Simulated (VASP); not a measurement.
Write the native input for VASP 6.6.1 that does the following.

```
Task                   : single point
Functional             : PBEsol
Potentials or basis    : VASP PAW PBE potentials, release 64 (K_sv, Br)
Cutoff                 : 520 eV
k mesh                 : 6 × 6 × 6
Occupations            : gaussian, width 0.05 eV
Spin                   : no spin polarisation
Dipole correction      : no
Further INCAR settings : ALGO = Normal; EDIFF = 1e-07; NBANDS = 15
```

The structure of KBr lies in POSCAR:

```
KBr
1.0
    0.0000000000      3.3542343750      3.3542343750
    3.2925000000      0.0617343750      3.2925000000
    3.2925000000      3.2925000000      0.0617343750
K Br
1 1
Direct
    0.0000000000      0.0000000000      0.0000000000
    0.5000000000      0.5000000000      0.5000000000
```

This cell differs from its parent crystal: strain +0.0375 x Voigt [0, 0, 0, 1, 0, 0].

The input as run:

INCAR

```
SYSTEM = KBr
PREC     = Accurate       ! precision mode
ENCUT    = 520            ! plane-wave cutoff, eV
EDIFF    = 1E-7           ! SCF threshold, eV
ISMEAR   = 0              ! smearing method
SIGMA    = 0.05           ! smearing width, eV
LREAL    = .False.        ! projectors in reciprocal space
LASPH    = .True.         ! aspherical terms in the spheres
NELM     = 100            ! most SCF steps
ALGO     = Normal         ! electronic algorithm
ISIF     = 2              ! what is computed and relaxed
LWAVE    = .False.        ! write WAVECAR
LCHARG   = .True.         ! write CHGCAR
GGA      = PS             ! functional
LELF     = .True.         ! ELF
LVHAR    = .True.       
NBANDS   = 15             ! bands
```

KPOINTS

```
Automatic mesh
0
Gamma
  6 6 6
  0 0 0
```

Potentials or basis: VASP PAW PBE potentials, release 64 (K_sv, Br).

The run is started by

```bash
$ cat potpaw_PBE.64/K_sv/POTCAR potpaw_PBE.64/Br/POTCAR > POTCAR
$ mpirun -np 1 vasp_std > vasp.out
```

It gave:

```
Pressure               : -0.2 GPa
Band gap on the k mesh : 4.25 eV, direct
```

Caveat: the cell differs from its parent crystal (strain +0.0375 x Voigt [0, 0, 0, 1, 0, 0]); the PAW data sets were made with another functional, which shifts forces and pressure a little.

It took 33 s on 1 thread of Intel Xeon 6975P-C (shared host), peak memory 0.23 GiB.
